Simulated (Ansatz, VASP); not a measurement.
# Two plane-wave programs on H2CO

```
O C H
1.0
     7.60129    0.00000    0.00000
     0.00000    7.60129    0.00000
     0.00000    0.00000    7.60129
O C H
8 8 16
Cartesian
  6.8894 6.4411 7.5269
  0.1368 3.2316 2.0161
  4.2787 2.5887 4.7055
  4.0659 4.5999 0.7888
  2.2639 7.7853 5.2688
  4.1589 0.8167 8.6963
  1.6773 4.6227 5.6197
  5.2472 5.9831 3.9539
  7.4621 7.2790 6.8621
  0.2933 2.0480 1.8150
  4.7304 2.6866 3.5833
  4.1043 5.2042 -0.2665
  2.5393 7.3511 4.1691
  4.3154 1.3993 7.6380
  1.6819 3.7243 4.8053
  5.8299 6.1314 2.8962
  8.2606 7.9389 7.2824
  7.2210 7.4591 5.7884
  -0.5473 1.3842 1.5035
  1.2842 1.5479 1.9416
  4.3237 3.3983 2.8367
  5.5884 2.0605 3.2560
  3.8384 6.2825 -0.3188
  4.3760 4.7095 -1.2243
  2.9455 7.9961 3.3525
  2.4035 6.2833 3.8836
  4.3005 2.5101 7.5853
  4.4703 0.8504 6.6822
  1.9958 3.8849 3.7481
  1.3339 2.7002 5.0746
  5.8602 7.1113 2.3606
  6.3769 5.3072 2.3924
```

Alike in both runs: functional PBE; dispersion D3(BJ); k mesh 1 × 1 × 1; occupations fermi-dirac, width 0.02 eV; no spin polarisation.

Ansatz relaxed the structure, and its values are those at the end. VASP's run is a single point on that final structure, the one shown.

|  | VASP | Ansatz |
| --- | --- | --- |
| version | VASP 6.6.1 | Ansatz 0.2.0 |
| potentials or method | VASP PAW PBE potentials, release 64 (O_h, C_h, H_h), cutoff 1000 eV | scalar-relativistic, plane waves, PAW |
| valence electrons in the cell | 96 | 96 |

|  | VASP | Ansatz | Ansatz less VASP |
| --- | --- | --- | --- |
| rms of the force components (eV/Å) | 0.068 | 0.070 | +0.0016 |
